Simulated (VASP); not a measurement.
Here is a VASP 6.6.1 calculation.

File INCAR:

```
SYSTEM = Li7Bi
ALGO = Fast
EDIFF = 1E-6
ENCUT = 520
GGA = PE
ISIF = 2
ISMEAR = 0
LASPH = .TRUE.
LCHARG = .FALSE.
LREAL = .FALSE.
LWAVE = .FALSE.
NBANDS = 28
NELM = 80
PREC = Accurate
SIGMA = 0.1
```

KPOINTS

```
k-points
0
G
  4 4 4
  0 0 0
```

File POSCAR:

```
Li7Bi
1.0
    0.0000000000      3.7236449700      3.7236449700
    3.7236449700      0.0000000000      3.7236449700
    3.7236449700      3.7236449700      0.0000000000
Li Bi
7 1
Direct
    0.5000000000      0.0000000000      0.0000000000
    0.0000000000      0.5000000000      0.5000000000
    0.0000000000      0.5000000000      0.0000000000
    0.5000000000      0.0000000000      0.5000000000
    0.0000000000      0.0000000000      0.5000000000
    0.5000000000      0.5000000000      0.0000000000
    0.5000000000      0.5000000000      0.5000000000
    0.0000000000      0.0000000000      0.0000000000
```

Potentials or basis: VASP PAW PBE potentials, release 64 (Li_sv, Bi_d).

Launch:

```sh
$ cat potpaw_PBE.64/Li_sv/POTCAR potpaw_PBE.64/Bi_d/POTCAR > POTCAR
$ mpirun -np 1 vasp_std > vasp.out
```

**Question.** What does it give for the band gap on the k mesh?

**Answer.** Zero (bands 18 and 19 overlap by 0.42 eV).

Caveat: the k points lie up to 0.37 Å⁻¹ apart; spin-orbit coupling is left out, which moves the levels of the heavy elements.
